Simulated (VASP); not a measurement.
# NiTe2 (P-3m1) in VASP: further runs

The runs below take NiTe2 through single point, relaxation of cell and atoms, with LDA.

Everything below comes from runs of VASP 6.6.1. Logs are shortened: lines on timing, memory, paths and dates and some standing lists are left out, and cuts for length are marked.

### Step 1. The cell of the first run

Symmetry: P-3m1, No. 164, trigonal system. The conventional cell has a = 3.796 Å, b = 3.796 Å, c = 5.112 Å, α = 90.00°, β = 90.00°, γ = 120.00°. Within 3.4 Å of Ni (site symmetry -3m) lie 6 Te at 2.54 Å. Te (site symmetry 3m) has 3 Ni at 2.54 Å and 6 Te at 3.35 to 3.38 Å within 3.4 Å.

### Step 2. Single point, LDA

File INCAR:

```
SYSTEM = NiTe2
ALGO = Normal
EDIFF = 1E-7
ENCUT = 520
ISIF = 2
ISMEAR = 0
LASPH = .TRUE.
LCHARG = .FALSE.
LREAL = .FALSE.
LWAVE = .FALSE.
NBANDS = 18
NELM = 100
PREC = Accurate
SIGMA = 0.1
```

File KPOINTS:

```
k-points
0
G
  12 12 8
  0 0 0
```

File POSCAR:

```
NiTe2
1.0
    3.7964390544      0.0000000000      0.0000000000
   -1.8982195272      3.2878126650      0.0000000000
    0.0000000000      0.0000000000      5.1121127638
Ni Te
1 2
Direct
    0.0000000000      0.0000000000      0.0000000000
    0.3333333333      0.6666666667      0.2517748626
    0.6666666667      0.3333333333      0.7482251374
```

Potentials or basis: VASP PAW LDA potentials, release 64 (Ni, Te).

Launch:

```sh
cat potpaw_LDA.64/Ni/POTCAR potpaw_LDA.64/Te/POTCAR > POTCAR
mpirun -np 1 vasp_std > vasp.out
```

OUTCAR:

```text
SYSTEM = NiTe2
   EDIFF = 1E-7
   ENCUT = 520
   ISIF = 2
   ISMEAR = 0
   LASPH = .TRUE.
   LREAL = .FALSE.
   NELM = 100
   PREC = Accurate

 ion  position               nearest neighbor table
   1  0.000  0.000  0.000-   2 2.54   3 2.54   2 2.54   3 2.54   3 2.54   2 2.54
   2  0.333  0.667  0.252-   1 2.54   1 2.54   1 2.54   3 3.35   3 3.35   3 3.35   3 3.38   3 3.38
                             3 3.38
   3  0.667  0.333  0.748-   1 2.54   1 2.54   1 2.54   2 3.35   2 3.35   2 3.35   2 3.38   2 3.38
                             2 3.38

  LATTYP: Found a hexagonal cell.
 ALAT       =     3.7964390544
 C/A-ratio  =     1.3465546768

  Lattice vectors:

 A1 = (   3.7964390544,   0.0000000000,   0.0000000000)
 A2 = (  -1.8982195272,   3.2878126650,   0.0000000000)
 A3 = (   0.0000000000,   0.0000000000,   5.1121127638)

Analysis of symmetry for initial positions (statically):
=====================================================================
 Subroutine PRICEL returns:
 Original cell was already a primitive cell.

 Routine SETGRP: Setting up the symmetry group for a
 hexagonal supercell.

 Subroutine GETGRP returns: Found 12 space group operations
 (whereof 12 operations were pure point group operations)
 out of a pool of 24 trial point group operations.

The static configuration has the point symmetry D_3d.

Analysis of symmetry for dynamics (positions and initial velocities):
=====================================================================
 Subroutine PRICEL returns:
 Original cell was already a primitive cell.

 Routine SETGRP: Setting up the symmetry group for a
 hexagonal supercell.

 Subroutine GETGRP returns: Found 12 space group operations
 (whereof 12 operations were pure point group operations)
 out of a pool of 24 trial point group operations.

The dynamic configuration has the point symmetry D_3d.

 Subroutine INISYM returns: Found 12 space group operations
 (whereof 12 operations are pure point group operations),
 and found     1 'primitive' translations

----------------------------------------------------------------------------------------

                                     Primitive cell

  volume of cell :      63.8093

  direct lattice vectors                    reciprocal lattice vectors
     3.796439054  0.000000000  0.000000000     0.263404729  0.152076791  0.000000000
    -1.898219527  3.287812665  0.000000000     0.000000000  0.304153582  0.000000000
     0.000000000  0.000000000  5.112112764     0.000000000  0.000000000  0.195613838

  length of vectors
     3.796439054  3.796439054  5.112112764     0.304153582  0.304153582  0.195613838

  position of ions in fractional coordinates (direct lattice)
     0.000000000  0.000000000  0.000000000
     0.333333333  0.666666667  0.251774863
     0.666666667  0.333333333  0.748225137

  ion indices of the primitive-cell ions
   primitive index   ion index
                 1           1
                 2           2
                 3           3

----------------------------------------------------------------------------------------

 KPOINTS: k-points

Automatic generation of k-mesh.
 Grid dimensions read from file:
 generate k-points for:   12   12    8

 Generating k-lattice:

  Cartesian coordinates                     Fractional coordinates (reciprocal lattice)
     0.021950394  0.012673066  0.000000000     0.083333333  0.000000000  0.000000000
     0.000000000  0.025346132  0.000000000     0.000000000  0.083333333  0.000000000
     0.000000000  0.000000000  0.024451730     0.000000000  0.000000000  0.125000000

  Length of vectors
     0.025346132  0.025346132  0.024451730

  Shift w.r.t. Gamma in fractional coordinates (k-lattice)
     0.000000000  0.000000000  0.000000000

 Subroutine IBZKPT returns following result:
 ===========================================

 Found    131 irreducible k-points:

 Following reciprocal coordinates:
            Coordinates               Weight
  0.000000  0.000000  0.000000      1.000000
  0.083333  0.000000  0.000000      6.000000
  0.166667  0.000000  0.000000      6.000000
  0.250000  0.000000  0.000000      6.000000
  0.333333  0.000000  0.000000      6.000000
  0.416667  0.000000  0.000000      6.000000
[... 16 lines left out ...]
  0.166667  0.000000  0.125000      6.000000
  0.000000  0.166667  0.125000      6.000000
 [... further k-points ...]
   k-points           NKPTS =    131   k-points in BZ     NKDIM =    131   number of bands    NBANDS=     18
   number of dos      NEDOS =    301   number of ions     NIONS =      3
   total plane-waves  NPLWV =  31360
   dimension x,y,z NGX =    28 NGY =   28 NGZ =   40
   dimension x,y,z NGXF=    56 NGYF=   56 NGZF=   80
   ions per type =               1   2
   NGX,Y,Z   is equivalent  to a cutoff of  12.26, 12.26, 13.01 a.u.
   NGXF,Y,Z  is equivalent  to a cutoff of  24.52, 24.52, 26.02 a.u.
 SYSTEM =  NiTe2
   PREC   = accura    normal or accurate (medium, high low for compatibility)
   ISTART =      0    job   : 0-new  1-cont  2-samecut
   ICHARG =      2    charge: 1-file 2-atom 10-const
   ISPIN  =      1    spin polarized calculation?
   LNONCOLLINEAR =      F non collinear calculations
   LSORBIT =      F    spin-orbit coupling
   LASPH  =      T    aspherical Exc in radial PAW
   ENCUT  =  520.0 eV  38.22 Ry    6.18 a.u.   7.06  7.06  9.51*2*pi/ulx,y,z
   NELM   =    100;   NELMIN=  2; NELMDL= -5     # of ELM steps
   EDIFF  = 0.1E-06   stopping-criterion for ELM
   LREAL  =      F    real-space projection
   EDIFFG = 0.1E-05   stopping-criterion for IOM
   NSW    =      0    number of steps for IOM
   IBRION =     -1    ionic relax: 0-MD 1-quasi-New 2-CG
   NFREE  =      0    steps in history (QN), initial steepest desc. (CG)
   ISIF   =      2    stress and relaxation
   ISYM   =      2    0-nonsym 1-usesym 2-fastsym
   POTIM  = 0.5000    time-step for ionic-motion
   TEBEG  =    0.0;   TEEND  =   0.0 temperature during run
   PSTRESS=    0.0 pullay stress
   NELECT =      22.0000    total number of electrons
   NUPDOWN=      -1.0000    fix difference up-down
   EMIN   =  10.00;   EMAX   =-10.00  energy-range for DOS
   EFERMI =   0.00;   METHOD = LEGACY
   ISMEAR =     0;   SIGMA  =   0.10  broadening in eV -4-tet -1-fermi 0-gaus
   EFERMI_NEDOS =   21; number of points for ismear=-14 and -15
   IALGO  =     38    algorithm
   IMIX   =      4    mixing-type and parameters
     AMIX     =   0.40;   BMIX     =  1.00
     AMIX_MAG =   1.60;   BMIX_MAG =  1.00
  volume/ion in A,a.u.               =      21.27       143.54
  Fermi-wavevector in a.u.,A,eV,Ry     =   1.147945  2.169302 17.929455  1.317778
  Thomas-Fermi vector in A             =   2.284622
   LORBIT       =      0    0 simple, 1 ext, 2 COOP (PROOUT), +10 PAW based schemes
   GGA     = CA    functional components
   LHFCALC =     F    Hartree Fock is set to
   AEXX    =    0.0000 exact exchange contribution
   IVDW    =     0    specifies the selected vdW correction
   LEPSILON=     F    determine dielectric tensor
   LRPA    =     F    only Hartree local field effects (RPA)
 non-spin polarized calculation
 Gauss-broadening in eV      SIGMA  =   0.10
  energy-cutoff  :      520.00
  volume of cell :       63.81
 maximum number of plane-waves:      1749
   NGX = 15   NGY = 15   NGZ = 19

 number of electron      21.9999991 magnetization

 Free energy of the ion-electron system (eV)
  ---------------------------------------------------
  ext. energy  EPLUGINS =         0.00000000
  ---------------------------------------------------
  free energy    TOTEN  =       -15.03757224 eV

  energy without entropy =      -15.02947294  energy(sigma->0) =      -15.03352259

 E-fermi :   8.9284     XC(G=0): -10.9597

 val. band max:        8.9153554326   @ k =  -0.1667   0.4167   0.1250
 cond. band min:       8.9335392890   @ k =  -0.1667   0.4167   0.2500
 fundamental gap:      0.0181838564
 Fermi energy:         8.9284214076

 k-point     1 :       0.0000    0.0000    0.0000
  band No.  band energies     occupation
      1      -5.3636      2.00000
      2      -1.5516      2.00000
      3       2.4429      2.00000
      4       5.0214      2.00000
      5       5.0214      2.00000
      6       6.5911      2.00000
[... 10 lines left out ...]
     17      15.3922      0.00000
     18      18.4627      0.00000

 k-point     2 :       0.0833    0.0000    0.0000
  band No.  band energies     occupation
      1      -5.2805      2.00000
      2      -1.5430      2.00000
      3       2.5365      2.00000
      4       4.9595      2.00000
      5       5.0398      2.00000
      6       6.5320      2.00000
[... 10 lines left out ...]
     17      15.4996      0.00000
     18      17.6105      0.00000

 k-point     3 :       0.1667    0.0000    0.0000
  band No.  band energies     occupation
      1      -5.0349      2.00000
      2      -1.5328      2.00000
      3       2.8135      2.00000
      4       4.7583      2.00000
      5       5.0944      2.00000
      6       6.2227      2.00000
[... 10 lines left out ...]
     17      16.2740      0.00000
     18      16.7089      0.00000

 k-point     4 :       0.2500    0.0000    0.0000
  band No.  band energies     occupation
      1      -4.6403      2.00000
      2      -1.5689      2.00000
      3       3.2587      2.00000
      4       4.3245      2.00000
      5       5.1845      2.00000
      6       5.5970      2.00000
[... 10 lines left out ...]
     17      15.8108      0.00000
     18      16.4190      0.00000

 k-point     5 :       0.3333    0.0000    0.0000
  band No.  band energies     occupation
      1      -4.1263      2.00000
      2      -1.7234      2.00000
      3       3.6001      2.00000
      4       3.9143      2.00000
      5       5.2693      2.00000
      6       5.3094      2.00000
[... 10 lines left out ...]
     17      15.4245      0.00000
     18      17.9446      0.00000

 k-point     6 :       0.4167    0.0000    0.0000
  band No.  band energies     occupation
      1      -3.5652      2.00000
      2      -2.0336      2.00000
      3       3.1130      2.00000
      4       4.5689      2.00000
      5       5.2206      2.00000
      6       5.4662      2.00000
[... 10 lines left out ...]
     17      15.1976      0.00000
     18      19.6801      0.00000

 k-point     7 :       0.5000    0.0000    0.0000
  band No.  band energies     occupation
      1      -3.2279      2.00000
      2      -2.2849      2.00000
      3       2.9313      2.00000
      4       5.0561      2.00000
      5       5.4091      2.00000
      6       5.4498      2.00000
[... 10 lines left out ...]
     17      15.1164      0.00000
     18      21.1159      0.00000

 k-point     8 :       0.0833    0.0833    0.0000
  band No.  band energies     occupation
      1      -5.1161      2.00000
      2      -1.5333      2.00000
      3       2.7219      2.00000
      4       4.8460      2.00000
      5       5.0625      2.00000
      6       6.4015      2.00000
[... 10 lines left out ...]
     17      16.1072      0.00000
     18      16.8318      0.00000
[... 229 lines left out ...]
     17      17.0423      0.00000
     18      19.6539      0.00000

 k-point    20 :       0.0000    0.0000    0.1250
  band No.  band energies     occupation
      1      -5.2845      2.00000
      2      -1.8701      2.00000
      3       2.8756      2.00000
      4       5.0385      2.00000
      5       5.0385      2.00000
      6       6.5883      2.00000
[... 10 lines left out ...]
     17      15.1636      0.00000
     18      17.8748      0.00000

 k-point    21 :       0.0833    0.0000    0.1250
  band No.  band energies     occupation
      1      -5.2017      2.00000
      2      -1.8479      2.00000
      3       2.9384      2.00000
      4       4.9673      2.00000
      5       5.0813      2.00000
      6       6.5385      2.00000
[... 10 lines left out ...]
     17      15.6359      0.00000
     18      16.9558      0.00000

 k-point    22 :       0.0000    0.0833    0.1250
  band No.  band energies     occupation
      1      -5.2019      2.00000
      2      -1.8463      2.00000
      3       2.9332      2.00000
      4       5.0158      2.00000
      5       5.0334      2.00000
      6       6.5065      2.00000
[... 10 lines left out ...]
     17      15.6367      0.00000
     18      17.1335      0.00000

 k-point    23 :       0.1667    0.0000    0.1250
  band No.  band energies     occupation
      1      -4.9568      2.00000
      2      -1.8005      2.00000
      3       3.1182      2.00000
      4       4.8046      2.00000
      5       5.1639      2.00000
      6       6.3043      2.00000
[... 10 lines left out ...]
     17      15.4414      0.00000
     18      17.2008      0.00000

 k-point    24 :       0.0000    0.1667    0.1250
  band No.  band energies     occupation
      1      -4.9588      2.00000
      2      -1.7881      2.00000
      3       3.0741      2.00000
      4       4.9158      2.00000
      5       5.0627      2.00000
      6       6.0596      2.00000
[... 10 lines left out ...]
     17      16.3331      0.00000
     18      17.0658      0.00000

 [... further k-points ...]
[... 5 lines left out ...]
  --------------------------------------------------------------------------------------
  -------------------------------------------------------------------------------------
  Total        0.0338998      0.0338998      0.0188556      0.0000000     -0.0000000      0.0000000
  in kB        0.8511836      0.8511836      0.4734423      0.0000000     -0.0000000      0.0000000
  external PRESSURE =       0.7252698 kB  Pullay stress =       0.0000000 kB

 VOLUME and BASIS-vectors are now :
 -----------------------------------------------------------------------------
  energy-cutoff  :      520.00
  volume of cell :       63.81
      direct lattice vectors                 reciprocal lattice vectors
     3.796439054  0.000000000  0.000000000     0.263404729  0.152076791  0.000000000
    -1.898219527  3.287812665  0.000000000     0.000000000  0.304153582  0.000000000
     0.000000000  0.000000000  5.112112764     0.000000000  0.000000000  0.195613838

 POSITION                                       TOTAL-FORCE (eV/Angst)
 -----------------------------------------------------------------------------------
      0.00000      0.00000      0.00000        -0.000000      0.000000      0.000000
     -0.00000      2.19188      1.28710         0.000000     -0.000000      0.025305
      1.89822      1.09594      3.82501        -0.000000      0.000000     -0.025305
 -----------------------------------------------------------------------------------
    total drift:                               -0.000000     -0.000000      0.000000

  FREE ENERGIE OF THE ION-ELECTRON SYSTEM (eV)
  ---------------------------------------------------
  free  energy   TOTEN  =       -15.0375722449 eV

  energy  without entropy=      -15.0294729400  energy(sigma->0) =      -15.03352259
```

Wall time 74 s (1 thread of AMD EPYC 9R45 (Zen 5), shared host); peak memory 0.24 GiB.

Results:

| Item | Value |
| --- | --- |
| Free energy | -15.0376 eV |
| Pressure | 0.1 GPa |
| Largest force | 0.025 eV/Å |
| Band gap on the k mesh | zero (bands 11 and 12 overlap by 1.64 eV) |

Forces in eV/Å, atoms in the order of the input:
```
Ni   0.000  0.000  0.000
Te   0.000  0.000  0.025
Te   0.000  0.000 -0.025
```

Levels at points of the mesh, in eV from the Fermi level:
```csv
k point,band 7,band 8,band 9,band 10,band 11,band 12,band 13,band 14,band 15,band 16
"(0.00, 0.00, 0.00)",-2.34,-1.80,0.32,0.32,0.91,0.91,2.62,3.42,5.72,6.46
"(0.50, 0.00, 0.00)",-3.33,-3.16,-2.16,-2.12,-1.89,-0.11,2.23,3.22,5.93,5.95
"(0.00, 0.00, 0.50)",-2.35,-1.79,-0.62,-0.32,-0.32,1.78,1.78,4.63,5.29,5.29
"(0.50, 0.00, 0.50)",-2.19,-2.17,-2.17,-2.08,-0.34,0.33,1.21,4.64,4.88,6.41
```

Caveat: spin-orbit coupling is left out, which moves the levels of the heavy elements. Spin polarisation is off, so any magnetic state and its effect on volume and gap are missing.

### Step 3. Relaxation of cell and atoms, LDA

This run uses another cell than the first one, of 21.79 Å³/atom.

File INCAR:

```
SYSTEM = NiTe2
ALGO = Normal
EDIFF = 1E-6
EDIFFG = -0.005
ENCUT = 600
IBRION = 2
ISIF = 3
ISMEAR = 0
LASPH = .True.
LCHARG = .False.
LREAL = .False.
LWAVE = .False.
NELM = 100
NSW = 70
PREC = Accurate
SIGMA = 0.1
```

File KPOINTS:

```
k-points
0
Gamma
  12 12 8
  0 0 0
```

File POSCAR:

```
NiTe2
1.0
    3.8408305768      0.0000000000      0.0000000000
   -1.9204152884      3.3262568512      0.0000000000
    0.0000000000      0.0000000000      5.1168428535
Ni Te
1 2
Direct
    0.0000000000      0.0000000000      0.0000000000
    0.3333333333      0.6666666667      0.2561831359
    0.6666666667      0.3333333333      0.7438168641
```

Potentials or basis: VASP PAW LDA potentials, release 64 (Ni, Te).

Launch:

```sh
cat potpaw_LDA.64/Ni/POTCAR potpaw_LDA.64/Te/POTCAR > POTCAR
mpirun -np 1 vasp_std > vasp.out
```

Run time: 7.8 min. Hardware: 1 thread of AMD EPYC 9R45 (Zen 5), shared host; peak memory 0.29 GiB.

The run converged. Its results:

```
Free energy                           : -15.0379 eV
Relaxed volume                        : 21.25 Å³/atom
Relaxed cell                          : a = 3.797 Å, b = 3.797 Å, c = 5.106 Å, α = 90.00°, β = 90.00°, γ = 120.00°
Space group after relaxing (to 0.1 Å) : P-3m1 (No. 164)
Energy gained by relaxing             : 7.7 meV/atom
Ionic steps                           : 14
Pressure after relaxing               : 0.0 GPa
Largest force after relaxing          : 0.004 eV/Å
Band gap on the k mesh                : zero (bands 11 and 12 overlap by 1.65 eV)
```

Forces on the atoms (eV/Å):
```
Ni   0.000  0.000  0.000
Te   0.000  0.000  0.004
Te   0.000  0.000 -0.004
```

Step by step:
| step | energy change (eV) | largest force (eV/Å) | pressure (GPa) | volume (Å³) |
| --- | --- | --- | --- | --- |
| 1 | 0.0000 | 0.3324 | -2.97 | 65.37 |
| 2 | -0.0014 | 0.2224 | 3.63 | 61.62 |
| 3 | -0.0220 | 0.0652 | 0.11 | 63.39 |
| 4 | -0.0220 | 0.0709 | 0.07 | 63.43 |
| 5 | -0.0224 | 0.0490 | 0.03 | 63.52 |
| 6 | -0.0229 | 0.0013 | -0.02 | 63.73 |
| 7 | -0.0229 | 0.0064 | 0.00 | 63.76 |
| 8 | -0.0229 | 0.0114 | -0.01 | 63.78 |
| 9 | -0.0229 | 0.0087 | -0.08 | 63.77 |
| 10 | -0.0229 | 0.0219 | 0.15 | 63.67 |
| 11 | -0.0230 | 0.0141 | 0.11 | 63.73 |
| 12 | -0.0230 | 0.0130 | 0.08 | 63.74 |
| 13 | -0.0230 | 0.0056 | -0.05 | 63.76 |
| 14 | -0.0230 | 0.0041 | -0.01 | 63.76 |

Final structure:
```yaml
crystal:
  lattice:
    - [3.79736, 0.00000, 0.00000]
    - [-1.89868, 3.28861, 0.00000]
    - [0.00000, 0.00000, 5.10584]
  atoms:
    - { symbol: Ni, position: [0.00000, 0.00000, 0.00000] }
    - { symbol: Te, position: [0.33333, 0.66667, 0.25232] }
    - { symbol: Te, position: [0.66667, 0.33333, 0.74768] }
```

Levels at points of the mesh, in eV from the Fermi level:
```tsv
k point	band 9	band 10	band 11	band 12	band 13	band 14
(0.00, 0.00, 0.00)	0.32	0.32	0.90	0.90	2.63	3.41
(0.50, 0.00, 0.00)	-2.15	-2.12	-1.89	-0.11	2.23	3.22
(0.00, 0.00, 0.50)	-0.61	-0.33	-0.33	1.78	1.78	4.63
(0.50, 0.00, 0.50)	-2.16	-2.07	-0.33	0.32	1.21	4.65
```

Caveat: spin-orbit coupling is left out, which moves the levels of the heavy elements.
